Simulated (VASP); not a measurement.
# Ga9N7 (a cell with a defect) in VASP: further runs

Ga9N7 (a cell with a defect) is run at these levels: PBE; tasks: single point.

Program: VASP 6.6.1. These are calculated values, not measurements. Logs are shortened: lines on timing, memory, paths and dates and some standing lists are left out, and cuts for length are marked.

**1. The cell of the first run**

The cell holds a defect, 16 atoms: a = 5.243 Å, b = 6.437 Å, c = 6.437 Å, α = 120.00°, β = 90.00°, γ = 90.00°.

**2. Single point, PBE**

INCAR reads:

```
SYSTEM = Ga9N7
ALGO = Normal
EDIFF = 1E-7
ENCUT = 520
GGA = PE
ISIF = 2
ISMEAR = 0
LASPH = .TRUE.
LCHARG = .FALSE.
LREAL = Auto
LWAVE = .FALSE.
NBANDS = 90
NELM = 60
PREC = Accurate
SIGMA = 0.01
```

KPOINTS reads:

```
k-points
0
G
  4 4 4
  0 0 0
```

POSCAR reads:

```
Ga9N7
1.0
    0.0000000000      0.0000000000     -5.2431684262
    6.4367416346      0.0000000000      0.0000000000
   -3.2183708173     -5.5743817732      0.0000000000
Ga N
9 7
Direct
    0.6045636469      0.1666666667      0.3333333333
    0.4878326077      0.6678296103      0.3356592206
    0.4878326077      0.1643407794      0.8321703897
    0.4878326077      0.6678296103      0.8321703897
   -0.0190440727      0.7970464897      0.1485232449
   -0.0190440727      0.3514767551      0.1485232449
   -0.0142834375      0.8333333333      0.6666666667
   -0.0190440727      0.3514767551      0.7029535103
    0.1700238956      0.1666666667      0.3333333333
    0.1191761181      0.6702049884      0.3404099768
    0.1191761181      0.1595900232      0.8297950116
    0.1191761181      0.6702049884      0.8297950116
    0.6207140895      0.8100915787      0.1550457894
    0.6207140895      0.3449542106      0.1550457894
    0.6136596676      0.8333333333      0.6666666667
    0.6207140895      0.3449542106      0.6899084213
```

Potentials or basis: VASP PAW PBE potentials, release 64 (Ga_d, N).

Started as:

```bash
$ cat potpaw_PBE.64/Ga_d/POTCAR potpaw_PBE.64/N/POTCAR > POTCAR
$ mpirun -np 1 vasp_std > vasp.out
```

OUTCAR:

```text
SYSTEM = Ga9N7
   EDIFF = 1E-7
   ENCUT = 520
   GGA = PE
   ISIF = 2
   ISMEAR = 0
   LASPH = .TRUE.
   LREAL = Auto
   NELM = 60
   PREC = Accurate

 ion  position               nearest neighbor table
   1  0.605  0.167  0.333-  14 1.99  13 1.99  16 1.99   9 2.28   6 2.85   5 2.85   8 2.85
   2  0.488  0.668  0.336-  10 1.93  13 1.93  14 1.93  15 1.96
   3  0.488  0.164  0.832-  11 1.93  16 1.93  14 1.93  15 1.96
   4  0.488  0.668  0.832-  12 1.93  16 1.93  13 1.93  15 1.96
   5  0.981  0.797  0.149-  13 1.89  10 1.93  12 1.93   9 2.29   1 2.85   6 2.87   8 2.87
   6  0.981  0.351  0.149-  14 1.89  10 1.93  11 1.93   9 2.29   1 2.85   5 2.87   8 2.87
   7  0.986  0.833  0.667-  12 1.95  11 1.95  10 1.95  15 1.95
   8  0.981  0.351  0.703-  16 1.89  11 1.93  12 1.93   9 2.29   1 2.85   5 2.87   6 2.87
   9  0.170  0.167  0.333-   1 2.28   6 2.29   5 2.29   8 2.29
  10  0.119  0.670  0.340-   5 1.93   6 1.93   2 1.93   7 1.95
  11  0.119  0.160  0.830-   8 1.93   6 1.93   3 1.93   7 1.95
  12  0.119  0.670  0.830-   8 1.93   5 1.93   4 1.93   7 1.95
  13  0.621  0.810  0.155-   5 1.89   2 1.93   4 1.93   1 1.99
  14  0.621  0.345  0.155-   6 1.89   2 1.93   3 1.93   1 1.99
  15  0.614  0.833  0.667-   7 1.95   4 1.96   3 1.96   2 1.96
  16  0.621  0.345  0.690-   8 1.89   3 1.93   4 1.93   1 1.99

  LATTYP: Found a hexagonal cell.
 ALAT       =     6.4367416346
 C/A-ratio  =     0.8145687250

  Lattice vectors:

 A1 = (   6.4367416346,   0.0000000000,   0.0000000000)
 A2 = (  -3.2183708173,  -5.5743817732,   0.0000000000)
 A3 = (   0.0000000000,   0.0000000000,  -5.2431684262)

Analysis of symmetry for initial positions (statically):
=====================================================================
 Subroutine PRICEL returns:
 Original cell was already a primitive cell.

 Routine SETGRP: Setting up the symmetry group for a
 hexagonal supercell.

 Subroutine GETGRP returns: Found  6 space group operations
 (whereof  2 operations were pure point group operations)
 out of a pool of 24 trial point group operations.

The static configuration has the point symmetry C_1h.
 The point group associated with its full space group is C_3v.

Analysis of symmetry for dynamics (positions and initial velocities):
=====================================================================
 Subroutine PRICEL returns:
 Original cell was already a primitive cell.

 Routine SETGRP: Setting up the symmetry group for a
 hexagonal supercell.

 Subroutine GETGRP returns: Found  6 space group operations
 (whereof  2 operations were pure point group operations)
 out of a pool of 24 trial point group operations.

The dynamic configuration has the point symmetry C_1h.
 The point group associated with its full space group is C_3v.

 Subroutine INISYM returns: Found  6 space group operations
 (whereof  2 operations are pure point group operations),
 and found     1 'primitive' translations

----------------------------------------------------------------------------------------

                                     Primitive cell

  volume of cell :     188.1294

  direct lattice vectors                    reciprocal lattice vectors
     0.000000000  0.000000000 -5.243168426     0.000000000  0.000000000 -0.190724371
     6.436741635  0.000000000  0.000000000     0.155358108 -0.089696045  0.000000000
    -3.218370817 -5.574381773  0.000000000     0.000000000 -0.179392091  0.000000000

  length of vectors
     5.243168426  6.436741635  6.436741635     0.190724371  0.179392091  0.179392091

  position of ions in fractional coordinates (direct lattice)
     0.604563647  0.166666667  0.333333333
     0.487832608  0.667829610  0.335659221
     0.487832608  0.164340779  0.832170390
     0.487832608  0.667829610  0.832170390
     0.980955927  0.797046490  0.148523245
     0.980955927  0.351476755  0.148523245
[... 8 lines left out ...]
     0.613659668  0.833333333  0.666666667
     0.620714089  0.344954211  0.689908421

  ion indices of the primitive-cell ions
   primitive index   ion index
                 1           1
                 2           2
                 3           3
                 4           4
                 5           5
                 6           6
[... 8 lines left out ...]
                15          15
                16          16

----------------------------------------------------------------------------------------

 KPOINTS: k-points

Automatic generation of k-mesh.
 Grid dimensions read from file:
 generate k-points for:    4    4    4

 Generating k-lattice:

  Cartesian coordinates                     Fractional coordinates (reciprocal lattice)
     0.000000000  0.000000000 -0.047681093     0.250000000  0.000000000  0.000000000
     0.038839527 -0.022424011  0.000000000     0.000000000  0.250000000  0.000000000
     0.000000000 -0.044848023  0.000000000     0.000000000  0.000000000  0.250000000

  Length of vectors
     0.047681093  0.044848023  0.044848023

  Shift w.r.t. Gamma in fractional coordinates (k-lattice)
     0.000000000  0.000000000  0.000000000

 Subroutine IBZKPT returns following result:
 ===========================================

 Found     13 irreducible k-points:

 Following reciprocal coordinates:
            Coordinates               Weight
  0.000000  0.000000  0.000000      1.000000
  0.250000  0.000000  0.000000      2.000000
  0.500000  0.000000  0.000000      1.000000
  0.000000  0.250000  0.000000      6.000000
  0.250000  0.250000  0.000000      6.000000
  0.250000  0.000000  0.250000      6.000000
  0.500000  0.250000  0.000000      6.000000
  0.000000  0.500000  0.000000      3.000000
  0.250000  0.500000  0.000000      6.000000
  0.500000  0.500000  0.000000      3.000000
  0.000000  0.250000  0.250000      6.000000
  0.250000  0.250000  0.250000     12.000000
  0.500000  0.250000  0.250000      6.000000
   k-points           NKPTS =     13   k-points in BZ     NKDIM =     13   number of bands    NBANDS=     90
   number of dos      NEDOS =    301   number of ions     NIONS =     16
   total plane-waves  NPLWV =  92160
   dimension x,y,z NGX =    40 NGY =   48 NGZ =   48
   dimension x,y,z NGXF=    80 NGYF=   96 NGZF=   96
   ions per type =               9   7
   NGX,Y,Z   is equivalent  to a cutoff of  12.68, 12.40, 12.40 a.u.
   NGXF,Y,Z  is equivalent  to a cutoff of  25.37, 24.79, 24.79 a.u.
 SYSTEM =  Ga9N7
   PREC   = accura    normal or accurate (medium, high low for compatibility)
   ISTART =      0    job   : 0-new  1-cont  2-samecut
   ICHARG =      2    charge: 1-file 2-atom 10-const
   ISPIN  =      1    spin polarized calculation?
   LNONCOLLINEAR =      F non collinear calculations
   LSORBIT =      F    spin-orbit coupling
   LASPH  =      T    aspherical Exc in radial PAW
   ENCUT  =  520.0 eV  38.22 Ry    6.18 a.u.   9.75 11.97 11.97*2*pi/ulx,y,z
   NELM   =     60;   NELMIN=  2; NELMDL= -5     # of ELM steps
   EDIFF  = 0.1E-06   stopping-criterion for ELM
   LREAL  =      T    real-space projection
   EDIFFG = 0.1E-05   stopping-criterion for IOM
   NSW    =      0    number of steps for IOM
   IBRION =     -1    ionic relax: 0-MD 1-quasi-New 2-CG
   NFREE  =      0    steps in history (QN), initial steepest desc. (CG)
   ISIF   =      2    stress and relaxation
   ISYM   =      2    0-nonsym 1-usesym 2-fastsym
   POTIM  = 0.5000    time-step for ionic-motion
   TEBEG  =    0.0;   TEEND  =   0.0 temperature during run
   PSTRESS=    0.0 pullay stress
   NELECT =     152.0000    total number of electrons
   NUPDOWN=      -1.0000    fix difference up-down
   EMIN   =  10.00;   EMAX   =-10.00  energy-range for DOS
   EFERMI =   0.00;   METHOD = LEGACY
   ISMEAR =     0;   SIGMA  =   0.01  broadening in eV -4-tet -1-fermi 0-gaus
   EFERMI_NEDOS =   21; number of points for ismear=-14 and -15
   IALGO  =     38    algorithm
   IMIX   =      4    mixing-type and parameters
     AMIX     =   0.40;   BMIX     =  1.00
     AMIX_MAG =   1.60;   BMIX_MAG =  1.00
  volume/ion in A,a.u.               =      11.76        79.35
  Fermi-wavevector in a.u.,A,eV,Ry     =   1.524768  2.881394 31.632431  2.324918
  Thomas-Fermi vector in A             =   2.633030
   LORBIT       =      0    0 simple, 1 ext, 2 COOP (PROOUT), +10 PAW based schemes
   GGA     = PE    functional components
   LHFCALC =     F    Hartree Fock is set to
   AEXX    =    0.0000 exact exchange contribution
   IVDW    =     0    specifies the selected vdW correction
   LEPSILON=     F    determine dielectric tensor
   LRPA    =     F    only Hartree local field effects (RPA)
 non-spin polarized calculation
 Gauss-broadening in eV      SIGMA  =   0.01
  energy-cutoff  :      520.00
  volume of cell :      188.13
 maximum number of plane-waves:      5096
 NGX is ok and might be reduce to    40
   NGX = 19   NGY = 23   NGZ = 23

 number of electron     151.9999965 magnetization

 Free energy of the ion-electron system (eV)
  ---------------------------------------------------
  ext. energy  EPLUGINS =         0.00000000
  ---------------------------------------------------
  free energy    TOTEN  =       -85.46989038 eV

  energy without entropy =      -85.46858581  energy(sigma->0) =      -85.46923810

 E-fermi :   7.1247     XC(G=0): -11.7895

 val. band max:        7.1232263408   @ k =   0.5000   0.5000   0.0000
 cond. band min:       7.1257555642   @ k =   0.2500   0.2500   0.2500
 fundamental gap:      0.0025292235
 Fermi energy:         7.1246576970

 k-point     1 :       0.0000    0.0000    0.0000
  band No.  band energies     occupation
      1     -10.6132      2.00000
      2      -9.8402      2.00000
      3      -9.8402      2.00000
      4      -9.7754      2.00000
      5      -9.5783      2.00000
      6      -9.5638      2.00000
[... 80 lines left out ...]
     87      11.7235      0.00000
     88      13.5576      0.00000

 k-point     2 :       0.2500    0.0000    0.0000
  band No.  band energies     occupation
      1     -10.4565      2.00000
      2      -9.8450      2.00000
      3      -9.7978      2.00000
      4      -9.7978      2.00000
      5      -9.5631      2.00000
      6      -9.5631      2.00000
[... 998 lines left out ...]
      4      -9.7500      2.00000
      5      -9.6708      2.00000
      6      -9.6325      2.00000
[... 80 lines left out ...]
     87      12.7573      0.00000
     88      12.9002      0.00000
 [bands above 88 left out]

------------------------ aborting loop because EDIFF is reached ----------------------------------------

  FORCE on cell =-STRESS in cart. coord.  units (eV):
  Direction    XX          YY          ZZ          XY          YZ          ZX
  --------------------------------------------------------------------------------------
  -------------------------------------------------------------------------------------
  Total       18.4459452     18.4459452     24.3206114      0.0000000      0.0000000      0.0000000
  in kB      157.0923009    157.0923009    207.1230703      0.0000000      0.0000000      0.0000000
  external PRESSURE =     173.7692241 kB  Pullay stress =       0.0000000 kB

 VOLUME and BASIS-vectors are now :
 -----------------------------------------------------------------------------
  energy-cutoff  :      520.00
  volume of cell :      188.13
      direct lattice vectors                 reciprocal lattice vectors
     0.000000000  0.000000000 -5.243168426     0.000000000  0.000000000 -0.190724371
     6.436741635  0.000000000  0.000000000     0.155358108 -0.089696045  0.000000000
    -3.218370817 -5.574381773  0.000000000     0.000000000 -0.179392091  0.000000000

 POSITION                                       TOTAL-FORCE (eV/Angst)
 -----------------------------------------------------------------------------------
      0.00000     -1.85813     -3.16983         0.000000     -0.000000     -0.011767
      3.21837     -1.87109     -2.55779         0.000000      0.004660     -0.001233
     -1.62041     -4.63884     -2.55779         0.004036     -0.002330     -0.001233
      1.62041     -4.63884     -2.55779        -0.004036     -0.002330     -0.001233
      4.65238     -0.82793     -5.14332         0.020186     -0.011654     -0.006956
      1.78436     -0.82793     -5.14332        -0.020186     -0.011654     -0.006956
[... 8 lines left out ...]
      3.21837     -3.71625     -3.21752         0.000000     -0.000000     -0.001571
     -0.00000     -3.84581     -3.25451        -0.000000     -0.016880      0.009095
 -----------------------------------------------------------------------------------
    total drift:                                0.000008      0.000012      0.011367

  FREE ENERGIE OF THE ION-ELECTRON SYSTEM (eV)
  ---------------------------------------------------
  free  energy   TOTEN  =       -85.4698903792 eV

  energy  without entropy=      -85.4685858137  energy(sigma->0) =      -85.46923810
```

Run time: 11 min. Hardware: 1 thread of Intel Xeon Platinum 8488C (Sapphire Rapids), shared host; peak memory 0.36 GiB.

Results:

```
Free energy            : -85.4699 eV
Pressure               : 17.4 GPa
Largest force          : 0.024 eV/Å
Band gap on the k mesh : zero (bands 76 and 77 overlap by 1.00 eV)
```

Forces in eV/Å, atoms in the order of the input:
```
Ga   0.000  0.000 -0.012
Ga   0.000  0.005 -0.001
Ga   0.004 -0.002 -0.001
Ga  -0.004 -0.002 -0.001
Ga   0.020 -0.012 -0.007
Ga  -0.020 -0.012 -0.007
Ga   0.000  0.000  0.018
Ga   0.000  0.023 -0.007
Ga   0.000  0.000 -0.003
N    0.000  0.016 -0.001
N    0.014 -0.008 -0.001
N   -0.014 -0.008 -0.001
N   -0.015  0.008  0.009
N    0.015  0.008  0.009
N    0.000  0.000 -0.002
N    0.000 -0.017  0.009
```

Levels at points of the mesh, in eV from the Fermi level:
```tsv
k point	band 74	band 75	band 76	band 77	band 78	band 79
(0.00, 0.00, 0.00)	-2.23	-0.85	0.50	0.92	0.92	1.88
(0.50, 0.00, 0.00)	-2.33	-0.58	1.00	1.00	1.65	2.40
(0.00, 0.50, 0.00)	-2.39	-1.55	-0.51	0.48	2.34	2.83
(0.50, 0.50, 0.00)	-2.93	-1.38	0.00	0.47	2.74	3.23
```

(Continued in part 2 of 2.)
